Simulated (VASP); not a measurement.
# Ge in VASP: a series of runs

The runs below take Ge through single point, with PBE+D3(BJ).

Program: VASP 6.6.1. These are calculated values, not measurements. Logs are shortened: lines on timing, memory, paths and dates and some standing lists are left out, and cuts for length are marked.

### Step 1. The cell of the first run

The cell holds a slab with vacuum, 4 atoms: a = 4.023 Å, b = 4.023 Å, c = 18.869 Å, α = 90.00°, β = 90.00°, γ = 120.00°.

### Step 2. Single point, PBE+D3(BJ)

File INCAR:

```
ALGO = Normal
DIPOL = 0.5 0.5 0.387
EDIFF = 1E-6
ENCUT = 520
GGA = PE
IDIPOL = 3
ISIF = 2
ISMEAR = 0
IVDW = 12
LASPH = T
LCHARG = F
LDIPOL = T
LREAL = F
LWAVE = F
NBANDS = 36
NELM = 80
PREC = Accurate
SIGMA = 0.1
```

File KPOINTS:

```
k-points
0
Gamma
  9 9 1
```

File POSCAR:

```
Ge
1.0
    4.0226895355      0.0000000000      0.0000000000
   -2.0113447678      3.4837513293      0.0000000000
    0.0000000000      0.0000000000     18.8685220287
Ge
4
Direct
    0.3333333333      0.6666666667      0.2747571329
    0.6666666667      0.3333333333      0.2384924475
    0.0000000000      1.0000000000      0.5362646853
    0.3333333333      0.6666666667      0.5000000000
```

Potentials or basis: VASP PAW PBE potentials, release 64 (Ge_d).

Started as:

```
$ cat potpaw_PBE.64/Ge_d/POTCAR > POTCAR
$ mpirun -np 1 vasp_std > vasp.out
```

OUTCAR:

```text
EDIFF = 1E-6
   ENCUT = 520
   GGA = PE
   ISIF = 2
   ISMEAR = 0
   IVDW = 12
   LASPH = T
   LREAL = F
   NELM = 80
   PREC = Accurate
 IVDW          = 12

 ion  position               nearest neighbor table
   1  0.333  0.667  0.275-   2 2.42   2 2.42   2 2.42
   2  0.667  0.333  0.238-   1 2.42   1 2.42   1 2.42
   3  0.000  0.000  0.536-   4 2.42   4 2.42   4 2.42
   4  0.333  0.667  0.500-   3 2.42   3 2.42   3 2.42

  LATTYP: Found a hexagonal cell.
 ALAT       =     4.0226895355
 C/A-ratio  =     4.6905240542

  Lattice vectors:

 A1 = (   4.0226895355,   0.0000000000,   0.0000000000)
 A2 = (  -2.0113447678,   3.4837513293,   0.0000000000)
 A3 = (   0.0000000000,   0.0000000000,  18.8685220287)

Analysis of symmetry for initial positions (statically):
=====================================================================
 Subroutine PRICEL returns:
 Original cell was already a primitive cell.

 Routine SETGRP: Setting up the symmetry group for a
 hexagonal supercell.

 Subroutine GETGRP returns: Found 12 space group operations
 (whereof  6 operations were pure point group operations)
 out of a pool of 24 trial point group operations.

The static configuration has the point symmetry C_3v.
 The point group associated with its full space group is D_3d.

Analysis of symmetry for dynamics (positions and initial velocities):
=====================================================================
 Subroutine PRICEL returns:
 Original cell was already a primitive cell.

 Routine SETGRP: Setting up the symmetry group for a
 hexagonal supercell.

 Subroutine GETGRP returns: Found 12 space group operations
 (whereof  6 operations were pure point group operations)
 out of a pool of 24 trial point group operations.

The dynamic configuration has the point symmetry C_3v.
 The point group associated with its full space group is D_3d.

 Subroutine INISYM returns: Found 12 space group operations
 (whereof  6 operations are pure point group operations),
 and found     1 'primitive' translations

----------------------------------------------------------------------------------------

                                     Primitive cell

  volume of cell :     264.4244

  direct lattice vectors                    reciprocal lattice vectors
     4.022689535  0.000000000  0.000000000     0.248589903  0.143523447  0.000000000
    -2.011344768  3.483751329  0.000000000     0.000000000  0.287046894  0.000000000
     0.000000000  0.000000000 18.868522029     0.000000000  0.000000000  0.052998322

  length of vectors
     4.022689535  4.022689536 18.868522029     0.287046894  0.287046894  0.052998322

  position of ions in fractional coordinates (direct lattice)
     0.333333333  0.666666667  0.274757133
     0.666666667  0.333333333  0.238492448
     0.000000000  0.000000000  0.536264685
     0.333333333  0.666666667  0.500000000

  ion indices of the primitive-cell ions
   primitive index   ion index
                 1           1
                 2           2
                 3           3
                 4           4

----------------------------------------------------------------------------------------

 KPOINTS: k-points

Automatic generation of k-mesh.
 Grid dimensions read from file:
 generate k-points for:    9    9    1

 Generating k-lattice:

  Cartesian coordinates                     Fractional coordinates (reciprocal lattice)
     0.027621100  0.015947050  0.000000000     0.111111111  0.000000000  0.000000000
     0.000000000  0.031894099  0.000000000     0.000000000  0.111111111  0.000000000
     0.000000000  0.000000000  0.052998322     0.000000000  0.000000000  1.000000000

  Length of vectors
     0.031894099  0.031894099  0.052998322

  Shift w.r.t. Gamma in fractional coordinates (k-lattice)
     0.000000000  0.000000000  0.000000000

 Subroutine IBZKPT returns following result:
 ===========================================

 Found     12 irreducible k-points:

 Following reciprocal coordinates:
            Coordinates               Weight
  0.000000  0.000000  0.000000      1.000000
  0.111111  0.000000  0.000000      6.000000
  0.222222  0.000000  0.000000      6.000000
  0.333333  0.000000  0.000000      6.000000
  0.444444  0.000000  0.000000      6.000000
  0.111111  0.111111  0.000000      6.000000
  0.222222  0.111111  0.000000     12.000000
  0.333333  0.111111  0.000000     12.000000
  0.444444  0.111111  0.000000      6.000000
  0.222222  0.222222  0.000000      6.000000
  0.333333  0.222222  0.000000     12.000000
  0.333333  0.333333  0.000000      2.000000
   k-points           NKPTS =     12   k-points in BZ     NKDIM =     12   number of bands    NBANDS=     36
   number of dos      NEDOS =    301   number of ions     NIONS =      4
   total plane-waves  NPLWV = 126000
   dimension x,y,z NGX =    30 NGY =   30 NGZ =  140
   dimension x,y,z NGXF=    60 NGYF=   60 NGZF=  280
   ions per type =               4
   NGX,Y,Z   is equivalent  to a cutoff of  12.40, 12.40, 12.34 a.u.
   NGXF,Y,Z  is equivalent  to a cutoff of  24.80, 24.80, 24.67 a.u.
 SYSTEM =  unknown system
   PREC   = accura    normal or accurate (medium, high low for compatibility)
   ISTART =      0    job   : 0-new  1-cont  2-samecut
   ICHARG =      2    charge: 1-file 2-atom 10-const
   ISPIN  =      1    spin polarized calculation?
   LNONCOLLINEAR =      F non collinear calculations
   LSORBIT =      F    spin-orbit coupling
   LASPH  =      T    aspherical Exc in radial PAW
   ENCUT  =  520.0 eV  38.22 Ry    6.18 a.u.   7.48  7.48 35.08*2*pi/ulx,y,z
   NELM   =     80;   NELMIN=  2; NELMDL= -5     # of ELM steps
   EDIFF  = 0.1E-05   stopping-criterion for ELM
   LREAL  =      F    real-space projection
[... 7 lines left out ...]
   TEBEG  =    0.0;   TEEND  =   0.0 temperature during run
   PSTRESS=    0.0 pullay stress
   NELECT =      56.0000    total number of electrons
   NUPDOWN=      -1.0000    fix difference up-down
   EMIN   =  10.00;   EMAX   =-10.00  energy-range for DOS
   EFERMI =   0.00;   METHOD = LEGACY
   ISMEAR =     0;   SIGMA  =   0.10  broadening in eV -4-tet -1-fermi 0-gaus
   EFERMI_NEDOS =   21; number of points for ismear=-14 and -15
   IALGO  =     38    algorithm
   IMIX   =      4    mixing-type and parameters
     AMIX     =   0.40;   BMIX     =  1.00
     AMIX_MAG =   1.60;   BMIX_MAG =  1.00
  volume/ion in A,a.u.               =      66.11       446.11
  Fermi-wavevector in a.u.,A,eV,Ry     =   0.975821  1.844035 12.955840  0.952227
  Thomas-Fermi vector in A             =   2.106391
   LORBIT       =      0    0 simple, 1 ext, 2 COOP (PROOUT), +10 PAW based schemes
   GGA     = PE    functional components
   LHFCALC =     F    Hartree Fock is set to
   AEXX    =    0.0000 exact exchange contribution
   IVDW    =    12    specifies the selected vdW correction
   LEPSILON=     F    determine dielectric tensor
   LRPA    =     F    only Hartree local field effects (RPA)
 non-spin polarized calculation
 Gauss-broadening in eV      SIGMA  =   0.10
  energy-cutoff  :      520.00
  volume of cell :      264.42
 maximum number of plane-waves:      7165
 NGX is ok and might be reduce to    30
   NGX = 15   NGY = 15   NGZ = 71

 dipolmoment           0.000000      0.000000      0.000146 electrons x Angstroem

 number of electron      55.9999999 magnetization

 dipolmoment           0.000000      0.000000     -0.000002 electrons x Angstroem

 Free energy of the ion-electron system (eV)
  ---------------------------------------------------
  ext. energy  EPLUGINS =         0.00000000
  ---------------------------------------------------
  free energy    TOTEN  =       -16.20361733 eV

  energy without entropy =      -16.20083121  energy(sigma->0) =      -16.20222427

 E-fermi :  -1.3425     XC(G=0):  -4.4526

 val. band max:       -1.3424980252   @ k =   0.3333   0.3333   0.0000
 cond. band min:      -1.3424839474   @ k =   0.3333   0.3333   0.0000
 fundamental gap:      0.0000140778
 Fermi energy:        -1.3424909860

 k-point     1 :       0.0000    0.0000    0.0000
  band No.  band energies     occupation
      1     -25.8506      2.00000
      2     -25.8506      2.00000
      3     -25.8506      2.00000
      4     -25.8506      2.00000
      5     -25.8002      2.00000
      6     -25.8002      2.00000
[... 28 lines left out ...]
     35       2.5855      0.00000
     36       2.5855      0.00000

 k-point     2 :       0.1111    0.0000    0.0000
  band No.  band energies     occupation
      1     -25.8571      2.00000
      2     -25.8571      2.00000
      3     -25.8553      2.00000
      4     -25.8553      2.00000
      5     -25.8126      2.00000
      6     -25.8122      2.00000
[... 28 lines left out ...]
     35       3.0474      0.00000
     36       3.0929      0.00000

 k-point     3 :       0.2222    0.0000    0.0000
  band No.  band energies     occupation
      1     -25.8667      2.00000
      2     -25.8666      2.00000
      3     -25.8632      2.00000
      4     -25.8631      2.00000
      5     -25.8252      2.00000
      6     -25.8248      2.00000
[... 28 lines left out ...]
     35       3.6681      0.00000
     36       4.1122      0.00000
[... 274 lines left out ...]
 k-point    11 :       0.3333    0.2222    0.0000
  band No.  band energies     occupation
      1     -25.8896      2.00000
      2     -25.8896      2.00000
      3     -25.8604      2.00000
      4     -25.8601      2.00000
      5     -25.8527      2.00000
      6     -25.8524      2.00000
[... 28 lines left out ...]
     35       4.3825      0.00000
     36       5.1956      0.00000

 k-point    12 :       0.3333    0.3333    0.0000
  band No.  band energies     occupation
      1     -25.8944      2.00000
      2     -25.8944      2.00000
      3     -25.8580      2.00000
      4     -25.8575      2.00000
      5     -25.8558      2.00000
      6     -25.8558      2.00000
[... 28 lines left out ...]
     35       4.9983      0.00000
     36       5.0889      0.00000

------------------------ aborting loop because EDIFF is reached ----------------------------------------

 vacuum level on the upper side and lower side of the slab       (xc-potential included)        -0.103        -0.101

 Edisp (eV)   -0.75949

 E8    (eV) :    -0.3472

  FORCE on cell =-STRESS in cart. coord.  units (eV):
  Direction    XX          YY          ZZ          XY          YZ          ZX
  --------------------------------------------------------------------------------------
  -------------------------------------------------------------------------------------
  Total      -0.14495    -0.14495    -0.89874     0.00000     0.00000     0.00000
  in kB      -0.87825    -0.87825    -5.44557     0.00000     0.00000     0.00000
  external pressure =       -2.40 kB  Pullay stress =        0.00 kB

 VOLUME and BASIS-vectors are now :
 -----------------------------------------------------------------------------
  energy-cutoff  :      520.00
  volume of cell :      264.42
      direct lattice vectors                 reciprocal lattice vectors
     4.022689535  0.000000000  0.000000000     0.248589903  0.143523447  0.000000000
    -2.011344768  3.483751329  0.000000000     0.000000000  0.287046894  0.000000000
     0.000000000  0.000000000 18.868522029     0.000000000  0.000000000  0.052998322

 POSITION                                       TOTAL-FORCE (eV/Angst)
 -----------------------------------------------------------------------------------
     -0.00000      2.32250      5.18426         0.000000      0.000000      0.165009
      2.01134      1.16125      4.50000        -0.000000      0.000000      0.025167
      0.00000      0.00000     10.11852        -0.000000     -0.000000     -0.025167
     -0.00000      2.32250      9.43426         0.000000     -0.000000     -0.165009
 -----------------------------------------------------------------------------------
    total drift:                               -0.000000     -0.000000      0.000046

  FREE ENERGIE OF THE ION-ELECTRON SYSTEM (eV)
  ---------------------------------------------------
  free  energy   TOTEN  =       -16.9631069247 eV

  energy  without entropy=      -16.9603208032  energy(sigma->0) =      -16.96171386

 vacuum level on the upper side and lower side of the slab         3.038         3.041
```

Run time: 96 s. Hardware: 1 thread of Intel Xeon 6975P-C (Granite Rapids), shared host; peak memory 0.38 GiB.

Results:

```
Free energy                : -16.9631 eV
Largest force              : 0.165 eV/Å
Band gap on the k mesh     : zero (filled and empty bands touch)
Dispersion energy per atom : -0.190 eV
```

Forces on the atoms (eV/Å):
```
Ge   0.000  0.000  0.165
Ge   0.000  0.000  0.025
Ge   0.000  0.000 -0.025
Ge   0.000  0.000 -0.165
```

Levels at points of the mesh, in eV from the Fermi level:
| k point | band 24 | band 25 | band 26 | band 27 | band 28 | band 29 | band 30 | band 31 | band 32 | band 33 |
| --- | --- | --- | --- | --- | --- | --- | --- | --- | --- | --- |
| (0.00, 0.00, 0.00) | -3.28 | -0.46 | -0.46 | -0.43 | -0.43 | 0.52 | 0.65 | 1.94 | 3.19 | 3.90 |

### Step 3. Single point, PBE+D3(BJ) (layers slid over each other)

File INCAR:

```
SYSTEM = Ge
  PREC = Accurate
  ENCUT = 520
  EDIFF = 1E-6
  ISMEAR = 0
  SIGMA = 0.1
  LREAL = .False.
  LASPH = .True.
  NELM = 100
  ALGO = Normal
  ISIF = 2
  LWAVE = .False.
  LCHARG = .False.
  LDIPOL = .True.
  IDIPOL = 3
  DIPOL = 0.5 0.5 0.387
  GGA = PE
  IVDW = 12
  NBANDS = 36
```

File KPOINTS:

```
regular mesh
0
Gamma
  9 9 1
  0 0 0
```

Changes to POSCAR since step 2:

```diff
@@ -10,3 +10,3 @@
     0.6666666667      0.3333333333      0.2384924475
-    0.0000000000      1.0000000000      0.5362646853
-    0.3333333333      0.6666666667      0.5000000000
+    0.6666666667      1.3333333333      0.5362646853
+    1.0000000000      1.0000000000      0.5000000000
```

Potentials or basis: VASP PAW PBE potentials, release 64 (Ge_d).

Started as:

```
$ cat potpaw_PBE.64/Ge_d/POTCAR > POTCAR
$ mpirun -np 1 vasp_std > vasp.out
```

OUTCAR:

```text
SYSTEM = Ge
   PREC = Accurate
   ENCUT = 520
   EDIFF = 1E-6
   ISMEAR = 0
   LREAL = .False.
   LASPH = .True.
   NELM = 100
   ISIF = 2
   GGA = PE
   IVDW = 12
 IVDW          = 12

 ion  position               nearest neighbor table
   1  0.333  0.667  0.275-   2 2.42   2 2.42   2 2.42
   2  0.667  0.333  0.238-   1 2.42   1 2.42   1 2.42
   3  0.667  0.333  0.536-   4 2.42   4 2.42   4 2.42
   4  0.000  0.000  0.500-   3 2.42   3 2.42   3 2.42

[... 666 lines left out ...]
  Direction    XX          YY          ZZ          XY          YZ          ZX
  --------------------------------------------------------------------------------------
  -------------------------------------------------------------------------------------
  Total      -0.21784    -0.21784    -0.61584     0.00000     0.00000    -0.00000
  in kB      -1.31992    -1.31992    -3.73144     0.00000     0.00000    -0.00000
  external pressure =       -2.12 kB  Pullay stress =        0.00 kB

 VOLUME and BASIS-vectors are now :
 -----------------------------------------------------------------------------
  energy-cutoff  :      520.00
  volume of cell :      264.42
      direct lattice vectors                 reciprocal lattice vectors
     4.022689535  0.000000000  0.000000000     0.248589903  0.143523447  0.000000000
    -2.011344768  3.483751329  0.000000000     0.000000000  0.287046894  0.000000000
     0.000000000  0.000000000 18.868522029     0.000000000  0.000000000  0.052998322

 POSITION                                       TOTAL-FORCE (eV/Angst)
 -----------------------------------------------------------------------------------
     -0.00000      2.32250      5.18426        -0.000000      0.000000      0.096555
      2.01134      1.16125      4.50000        -0.000000     -0.000000      0.026931
      2.01134      1.16125     10.11852         0.000000      0.000000     -0.026931
      0.00000      0.00000      9.43426         0.000000      0.000000     -0.096555
 -----------------------------------------------------------------------------------
    total drift:                               -0.000000     -0.000000     -0.000081

  FREE ENERGIE OF THE ION-ELECTRON SYSTEM (eV)
  ---------------------------------------------------
  free  energy   TOTEN  =       -16.9281758638 eV

  energy  without entropy=      -16.9247279020  energy(sigma->0) =      -16.92645188

 vacuum level on the upper side and lower side of the slab         3.003         3.004
```

OSZICAR:

```text
N       E                     dE             d eps       ncg     rms          rms(c)
DAV:   1     0.486193509949E+03    0.48619E+03   -0.29775E+04  1008   0.269E+03
DAV:   2     0.638950450309E+02   -0.42230E+03   -0.41339E+03   936   0.673E+02
DAV:   3    -0.124546948668E+02   -0.76350E+02   -0.75901E+02  1168   0.191E+02
DAV:   4    -0.163017506041E+02   -0.38471E+01   -0.38397E+01  1012   0.522E+01
[... 11 lines left out ...]
DAV:  16    -0.161671799556E+02   -0.11080E-03   -0.52097E-06   756   0.964E-02    0.272E-03
DAV:  17    -0.161672861188E+02   -0.10616E-03   -0.71403E-06   712   0.718E-02    0.133E-03
DAV:  18    -0.161673060204E+02   -0.19902E-04   -0.10143E-06   692   0.384E-02    0.590E-04
DAV:  19    -0.161673143026E+02   -0.82822E-05   -0.10846E-06   672   0.141E-02    0.507E-04
DAV:  20    -0.161673148468E+02   -0.54421E-06   -0.77026E-07   644   0.239E-02
   1 F= -.16928176E+02 E0= -.16926452E+02  d E =-.344796E-02
```

stdout:

```text
POSCAR found type information on POSCAR Ge
 POSCAR found :  1 types and       4 ions
 scaLAPACK will be used
 LDA part: xc-table for (Slater+PW92), standard interpolation
 POSCAR, INCAR and KPOINTS ok, starting setup
 FFT: planning ... GRIDC
 FFT: planning ... GRID_SOFT
 FFT: planning ... GRID
 WAVECAR not read
 entering main loop
```

Wall time 87 s (1 thread of Intel Xeon 6975P-C (Granite Rapids), shared host); peak memory 0.38 GiB.

Results:

- Free energy: -16.9282 eV
- Largest force: 0.097 eV/Å
- Band gap on the k mesh: zero (filled and empty bands touch)
- Dispersion energy per atom: -0.190 eV

Forces on the atoms (eV/Å):
```
Ge   0.000  0.000  0.097
Ge   0.000  0.000  0.027
Ge   0.000  0.000 -0.027
Ge   0.000  0.000 -0.097
```

Caveat: the cell differs from its parent crystal (layers slid over each other).

(Continued in part 2 of 2.)

The gap in the log of VASP goes by the Fermi energy; the results here count the filled bands.